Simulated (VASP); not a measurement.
Crystal: Cu.

```
CELL_PARAMETERS angstrom
0.00000 1.83129 1.83129
1.83129 0.00000 1.83129
1.83129 1.83129 0.00000
ATOMIC_POSITIONS crystal
Cu 0.00000 0.00000 0.00000
```

This cell differs from its parent crystal: volume scaled by 1.04.

Base run:

| Quantity | Value |
| --- | --- |
| Program | VASP 6.6.1 |
| Functional | PBEsol |
| Potentials or basis | VASP PAW PBE potentials, release 64 (Cu) |
| Cutoff | 520 eV |
| k mesh | 13 × 13 × 13 |
| Occupations | fermi-dirac, width 0.05 eV |
| Spin | no spin polarisation |

Its results: pressure -10.7 GPa.

Problem. After a change of settings the same cell gave: pressure 1.6 GPa. Which change was it?
A. functional from PBEsol to revPBE; cutoff from 520 eV to 600 eV; dispersion from none to D3(BJ)
B. functional from PBEsol to revPBE; further incar settings from ALGO = Normal; EDIFF = 1e-06; NBANDS = 12 to ALGO = Normal; EDIFF = 1e-07; NBANDS = 12
C. functional from PBEsol to RPBE; cutoff from 520 eV to 600 eV
D. functional from PBEsol to LDA; potentials or basis from VASP PAW PBE potentials, release 64 (Cu) to VASP PAW LDA potentials, release 64 (Cu); cutoff from 520 eV to 600 eV

Solution. C.

RPBE binds less tightly than PBEsol, so the same cell stands under more pressure.

Caveats: the PAW data sets were made with another functional, which shifts forces and pressure a little.
